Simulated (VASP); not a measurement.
# Si2Mo (Cm) in VASP: single point with PBEsol

Aim: the single point of Si2Mo with PBEsol.

All numbers are computed with VASP 6.6.1; they aren't measurements. Logs are shortened: lines on timing, memory, paths and dates and some standing lists are left out, and cuts for length are marked.

## Step 1: The cell of the first run

The structure is monoclinic, space group Cm (No. 8). The conventional cell has a = 8.447 Å, b = 3.190 Å, c = 3.190 Å, α = 90.00°, β = 112.19°, γ = 90.00°. Si (site symmetry m) has 9 Si at 2.49 to 3.19 Å and 5 Mo at 2.50 to 2.71 Å within 3.3 Å. Within 3.3 Å of Si (site symmetry m) lie 9 Si at 2.49 to 3.19 Å and 5 Mo at 2.57 to 2.63 Å. Within 3.3 Å of Mo (site symmetry m) lie 10 Si at 2.50 to 2.71 Å and 4 Mo at 3.19 Å.

## Step 2: Single point, PBEsol (atoms displaced along several vibrational modes)

File INCAR:

```
PREC = Accurate ; ENCUT = 520
EDIFF = 1E-6 ; ISMEAR = 0
SIGMA = 0.15 ; LREAL = F
LASPH = T ; NELM = 80
ALGO = Normal ; ISIF = 2
LWAVE = F ; LCHARG = T
GGA = PS ; LELF = T
LVHAR = T ; NBANDS = 18
```

File KPOINTS:

```
regular mesh
0
Gamma
  18 18 18
```

File POSCAR:

```
Si2Mo
1.0
   -1.5951226549      1.5951226549      3.9109090651
    1.5951226549     -1.5951226549      3.9109090651
    1.5951226549      1.5951226549     -3.9109090651
Si Mo
2 1
Direct
    0.3350567058      0.2872547391     -0.0478019667
    0.6649432942      0.6886091859      0.0236658917
    0.0000000000      0.0070647386      0.0070647386
```

Potentials or basis: VASP PAW PBE potentials, release 64 (Si, Mo_sv).

The run is started by

```sh
$ cat potpaw_PBE.64/Si/POTCAR potpaw_PBE.64/Mo_sv/POTCAR > POTCAR
$ mpirun -np 1 vasp_std > vasp.out
```

OUTCAR:

```text
PREC = Accurate
   ENCUT = 520
   EDIFF = 1E-6
   ISMEAR = 0
   LREAL = F
   LASPH = T
   NELM = 80
   ISIF = 2
   GGA = PS

 ion  position               nearest neighbor table
   1  0.335  0.287  0.952-   2 2.49   2 2.49   3 2.50   3 2.50   2 2.59   3 2.63   3 2.71   3 2.71
                             2 2.76   2 2.76
   2  0.665  0.689  0.024-   1 2.49   1 2.49   3 2.57   3 2.57   1 2.59   3 2.62   3 2.63   3 2.63
                             1 2.76   1 2.76
   3  0.000  0.007  0.007-   1 2.50   1 2.50   2 2.57   2 2.57   2 2.62   1 2.63   2 2.63   2 2.63
                             1 2.71   1 2.71

  LATTYP: Found a body centered tetragonal cell.
 ALAT       =     3.1902453098
 C/A-ratio  =     2.4517920632

  Lattice vectors:

 A1 = (  -1.5951226549,   1.5951226549,   3.9109090651)
 A2 = (   1.5951226549,  -1.5951226549,   3.9109090651)
 A3 = (   1.5951226549,   1.5951226549,  -3.9109090651)

Analysis of symmetry for initial positions (statically):
=====================================================================
 Subroutine PRICEL returns:
 Original cell was already a primitive cell.

 Routine SETGRP: Setting up the symmetry group for a
 body centered tetragonal supercell.

 Subroutine GETGRP returns: Found  2 space group operations
 (whereof  2 operations were pure point group operations)
 out of a pool of 16 trial point group operations.

The static configuration has the point symmetry C_1h.

Analysis of symmetry for dynamics (positions and initial velocities):
=====================================================================
 Subroutine PRICEL returns:
 Original cell was already a primitive cell.

 Routine SETGRP: Setting up the symmetry group for a
 body centered tetragonal supercell.

 Subroutine GETGRP returns: Found  2 space group operations
 (whereof  2 operations were pure point group operations)
 out of a pool of 16 trial point group operations.

The dynamic configuration has the point symmetry C_1h.

 Subroutine INISYM returns: Found  2 space group operations
 (whereof  2 operations are pure point group operations),
 and found     1 'primitive' translations

----------------------------------------------------------------------------------------

                                     Primitive cell

  volume of cell :      39.8039

  direct lattice vectors                    reciprocal lattice vectors
    -1.595122655  1.595122655  3.910909065     0.000000000  0.313455519  0.127847514
     1.595122655 -1.595122655  3.910909065     0.313455519  0.000000000  0.127847514
     1.595122655  1.595122655 -3.910909065     0.313455519  0.313455519  0.000000000

  length of vectors
     4.514869022  4.514869022  4.514869022     0.338525256  0.338525256  0.443293046

  position of ions in fractional coordinates (direct lattice)
     0.335056706  0.287254739  0.952198033
     0.664943294  0.688609186  0.023665892
     0.000000000  0.007064739  0.007064739

  ion indices of the primitive-cell ions
   primitive index   ion index
                 1           1
                 2           2
                 3           3

----------------------------------------------------------------------------------------

 KPOINTS: regular mesh

Automatic generation of k-mesh.
 Grid dimensions read from file:
 generate k-points for:   18   18   18

 Generating k-lattice:

  Cartesian coordinates                     Fractional coordinates (reciprocal lattice)
     0.000000000  0.017414196  0.007102640     0.055555556  0.000000000 -0.000000000
     0.017414196  0.000000000  0.007102640     0.000000000  0.055555556 -0.000000000
     0.017414196  0.017414196  0.000000000     0.000000000  0.000000000  0.055555556

  Length of vectors
     0.018806959  0.018806959  0.024627391

  Shift w.r.t. Gamma in fractional coordinates (k-lattice)
     0.000000000  0.000000000  0.000000000

 Subroutine IBZKPT returns following result:
 ===========================================

 Found   1550 irreducible k-points:

 Following reciprocal coordinates:
            Coordinates               Weight
  0.000000  0.000000  0.000000      1.000000
  0.055556  0.000000 -0.000000      4.000000
  0.000000  0.055556 -0.000000      2.000000
  0.055556  0.000000 -0.055556      2.000000
  0.111111  0.000000 -0.000000      4.000000
  0.000000  0.111111 -0.000000      2.000000
[... 16 lines left out ...]
  0.444444  0.000000  0.000000      4.000000
  0.000000  0.444444  0.000000      2.000000
 [... further k-points ...]
   k-points           NKPTS =   1550   k-points in BZ     NKDIM =   1550   number of bands    NBANDS=     18
   number of dos      NEDOS =    301   number of ions     NIONS =      3
   total plane-waves  NPLWV =  46656
   dimension x,y,z NGX =    36 NGY =   36 NGZ =   36
   dimension x,y,z NGXF=    72 NGYF=   72 NGZF=   72
   ions per type =               2   1
   NGX,Y,Z   is equivalent  to a cutoff of  13.26, 13.26, 13.26 a.u.
   NGXF,Y,Z  is equivalent  to a cutoff of  26.51, 26.51, 26.51 a.u.
 SYSTEM =  unknown system
   PREC   = accura    normal or accurate (medium, high low for compatibility)
   ISTART =      0    job   : 0-new  1-cont  2-samecut
   ICHARG =      2    charge: 1-file 2-atom 10-const
   ISPIN  =      1    spin polarized calculation?
   LNONCOLLINEAR =      F non collinear calculations
   LSORBIT =      F    spin-orbit coupling
   LASPH  =      T    aspherical Exc in radial PAW
   ENCUT  =  520.0 eV  38.22 Ry    6.18 a.u.   8.39  8.39  8.39*2*pi/ulx,y,z
   NELM   =     80;   NELMIN=  2; NELMDL= -5     # of ELM steps
   EDIFF  = 0.1E-05   stopping-criterion for ELM
   LREAL  =      F    real-space projection
   EDIFFG = 0.1E-04   stopping-criterion for IOM
   NSW    =      0    number of steps for IOM
   IBRION =     -1    ionic relax: 0-MD 1-quasi-New 2-CG
   NFREE  =      0    steps in history (QN), initial steepest desc. (CG)
   ISIF   =      2    stress and relaxation
   ISYM   =      2    0-nonsym 1-usesym 2-fastsym
   POTIM  = 0.5000    time-step for ionic-motion
   TEBEG  =    0.0;   TEEND  =   0.0 temperature during run
   PSTRESS=    0.0 pullay stress
   NELECT =      22.0000    total number of electrons
   NUPDOWN=      -1.0000    fix difference up-down
   EMIN   =  10.00;   EMAX   =-10.00  energy-range for DOS
   EFERMI =   0.00;   METHOD = LEGACY
   ISMEAR =     0;   SIGMA  =   0.15  broadening in eV -4-tet -1-fermi 0-gaus
   EFERMI_NEDOS =   21; number of points for ismear=-14 and -15
   IALGO  =     38    algorithm
   IMIX   =      4    mixing-type and parameters
     AMIX     =   0.40;   BMIX     =  1.00
     AMIX_MAG =   1.60;   BMIX_MAG =  1.00
  volume/ion in A,a.u.               =      13.27        89.54
  Fermi-wavevector in a.u.,A,eV,Ry     =   1.343509  2.538863 24.558723  1.805015
  Thomas-Fermi vector in A             =   2.471577
   LORBIT       =      0    0 simple, 1 ext, 2 COOP (PROOUT), +10 PAW based schemes
   GGA     = PS    functional components
   LHFCALC =     F    Hartree Fock is set to
   AEXX    =    0.0000 exact exchange contribution
   IVDW    =     0    specifies the selected vdW correction
   LEPSILON=     F    determine dielectric tensor
   LRPA    =     F    only Hartree local field effects (RPA)
 non-spin polarized calculation
 Gauss-broadening in eV      SIGMA  =   0.15
  energy-cutoff  :      520.00
  volume of cell :       39.80
 maximum number of plane-waves:      1104
 NGX is ok and might be reduce to    36
   NGX = 17   NGY = 17   NGZ = 17

 number of electron      22.0000000 magnetization

 Free energy of the ion-electron system (eV)
  ---------------------------------------------------
  ext. energy  EPLUGINS =         0.00000000
  ---------------------------------------------------
  free energy    TOTEN  =       -24.91214163 eV

  energy without entropy =      -24.90930211  energy(sigma->0) =      -24.91072187

 E-fermi :  12.3530     XC(G=0): -12.5547

 val. band max:       12.3522708138   @ k =   0.0556   0.0556  -0.1111
 cond. band min:      12.3569861200   @ k =  -0.4444  -0.4444   0.5000
 fundamental gap:      0.0047153062
 Fermi energy:        12.3529882909

 k-point     1 :       0.0000    0.0000    0.0000
  band No.  band energies     occupation
      1     -48.2720      2.00000
      2     -22.5050      2.00000
      3     -22.3882      2.00000
      4     -22.3388      2.00000
      5      -1.1944      2.00000
      6       5.8495      2.00000
[... 10 lines left out ...]
     17      17.4615      0.00000
     18      17.7237      0.00000

 k-point     2 :       0.0556    0.0000   -0.0000
  band No.  band energies     occupation
      1     -48.2714      2.00000
      2     -22.5044      2.00000
      3     -22.3966      2.00000
      4     -22.3381      2.00000
      5      -1.1374      2.00000
      6       5.8563      2.00000
[... 10 lines left out ...]
     17      17.7634      0.00000
     18      17.8501      0.00000

 k-point     3 :       0.0000    0.0556   -0.0000
  band No.  band energies     occupation
      1     -48.2714      2.00000
      2     -22.5061      2.00000
      3     -22.3875      2.00000
      4     -22.3454      2.00000
      5      -1.1389      2.00000
      6       5.8445      2.00000
[... 10 lines left out ...]
     17      17.4953      0.00000
     18      18.1359      0.00000

 k-point     4 :       0.0556    0.0000   -0.0556
  band No.  band energies     occupation
      1     -48.2714      2.00000
      2     -22.5064      2.00000
      3     -22.3875      2.00000
      4     -22.3451      2.00000
      5      -1.1372      2.00000
      6       5.8653      2.00000
[... 10 lines left out ...]
     17      17.5087      0.00000
     18      17.9745      0.00000

 k-point     5 :       0.1111    0.0000   -0.0000
  band No.  band energies     occupation
      1     -48.2696      2.00000
      2     -22.5024      2.00000
      3     -22.4207      2.00000
      4     -22.3360      2.00000
      5      -0.9678      2.00000
      6       5.8650      2.00000
[... 10 lines left out ...]
     17      18.0119      0.00000
     18      18.6443      0.00000

 k-point     6 :       0.0000    0.1111   -0.0000
  band No.  band energies     occupation
      1     -48.2697      2.00000
      2     -22.5100      2.00000
      3     -22.3852      2.00000
      4     -22.3635      2.00000
      5      -0.9736      2.00000
      6       5.8178      2.00000
[... 10 lines left out ...]
     17      17.6669      0.00000
     18      18.9375      0.00000

 k-point     7 :       0.1111    0.0000   -0.1111
  band No.  band energies     occupation
      1     -48.2697      2.00000
      2     -22.5115      2.00000
      3     -22.3853      2.00000
      4     -22.3622      2.00000
      5      -0.9667      2.00000
      6       5.9051      2.00000
[... 10 lines left out ...]
     17      17.7537      0.00000
     18      18.6590      0.00000

 k-point     8 :       0.1667    0.0000   -0.0000
  band No.  band energies     occupation
      1     -48.2670      2.00000
      2     -22.4995      2.00000
      3     -22.4573      2.00000
      4     -22.3328      2.00000
      5      -0.6896      2.00000
      6       5.8335      2.00000
[... 10 lines left out ...]
     17      18.5611      0.00000
     18      19.6349      0.00000
[... 229 lines left out ...]
     17      19.7330      0.00000
     18      21.0836      0.00000

 k-point    20 :       0.3889    0.0000   -0.0000
  band No.  band energies     occupation
      1     -48.2545      2.00000
      2     -22.6289      2.00000
      3     -22.4850      2.00000
      4     -22.3175      2.00000
      5       1.3404      2.00000
      6       4.1204      2.00000
[... 10 lines left out ...]
     17      19.1834      0.00000
     18      20.8026      0.00000

 k-point    21 :       0.0000    0.3889   -0.0000
  band No.  band energies     occupation
      1     -48.2546      2.00000
      2     -22.6304      2.00000
      3     -22.4324      2.00000
      4     -22.3657      2.00000
      5       1.2239      2.00000
      6       4.0953      2.00000
[... 10 lines left out ...]
     17      18.6802      0.00000
     18      20.5725      0.00000

 k-point    22 :       0.3889    0.0000   -0.3889
  band No.  band energies     occupation
      1     -48.2546      2.00000
      2     -22.6380      2.00000
      3     -22.4270      2.00000
      4     -22.3657      2.00000
      5       1.3485      2.00000
      6       4.3740      2.00000
[... 10 lines left out ...]
     17      19.5410      0.00000
     18      20.4730      0.00000

 k-point    23 :       0.4444    0.0000    0.0000
  band No.  band energies     occupation
      1     -48.2527      2.00000
      2     -22.6520      2.00000
      3     -22.4830      2.00000
      4     -22.3154      2.00000
      5       2.0125      2.00000
      6       3.4326      2.00000
[... 10 lines left out ...]
     17      18.6876      0.00000
     18      20.2161      0.00000

 k-point    24 :       0.0000    0.4444    0.0000
  band No.  band energies     occupation
      1     -48.2529      2.00000
      2     -22.6507      2.00000
      3     -22.4331      2.00000
      4     -22.3635      2.00000
      5       1.7969      2.00000
      6       3.5187      2.00000
[... 10 lines left out ...]
     17      18.3461      0.00000
     18      19.6843      0.00000

 [... further k-points ...]
[... 5 lines left out ...]
  --------------------------------------------------------------------------------------
  -------------------------------------------------------------------------------------
  Total        0.3614016      0.9055693      0.5059129      0.0000000      0.0000000     -0.3699776
  in kB       14.5470437     36.4507453     20.3638775      0.0000000      0.0000000    -14.8922420
  external PRESSURE =      23.7872222 kB  Pullay stress =       0.0000000 kB

 VOLUME and BASIS-vectors are now :
 -----------------------------------------------------------------------------
  energy-cutoff  :      520.00
  volume of cell :       39.80
      direct lattice vectors                 reciprocal lattice vectors
    -1.595122655  1.595122655  3.910909065     0.000000000  0.313455519  0.127847514
     1.595122655 -1.595122655  3.910909065     0.313455519  0.000000000  0.127847514
     1.595122655  1.595122655 -3.910909065     0.313455519  0.313455519  0.000000000

 POSITION                                       TOTAL-FORCE (eV/Angst)
 -----------------------------------------------------------------------------------
      1.44262      1.59512     -1.29016         1.622412     -0.000000     -0.023719
      0.07550     -0.00000      5.20107        -1.007116      0.000000     -0.203754
      0.02254      0.00000      0.00000        -0.615296      0.000000      0.227473
 -----------------------------------------------------------------------------------
    total drift:                               -0.000089      0.000000      0.000014

  FREE ENERGIE OF THE ION-ELECTRON SYSTEM (eV)
  ---------------------------------------------------
  free  energy   TOTEN  =       -24.9121416260 eV

  energy  without entropy=      -24.9093021051  energy(sigma->0) =      -24.91072187
```

It took 8.7 min on 1 thread of Intel Xeon 6975P-C (Granite Rapids), shared host; peak memory 1.1 GiB.

Results:

```yaml
Free_energy: -24.9121 eV
Pressure: 2.4 GPa
Largest_force: 1.623 eV/Å
Band_gap_on_the_k_mesh: zero (bands 11 and 12 overlap by 0.85 eV)
```

Forces on the atoms (eV/Å):
```
Si   1.622  0.000 -0.024
Si  -1.007  0.000 -0.204
Mo  -0.615  0.000  0.227
```

Stress tensor (GPa, compression positive):
```
 1.45  0.00 -1.49
 0.00  3.65  0.00
-1.49  0.00  2.04
```

Caveat: the cell differs from its parent crystal (atoms displaced along several vibrational modes); the PAW data sets were made with another functional, which shifts forces and pressure a little.
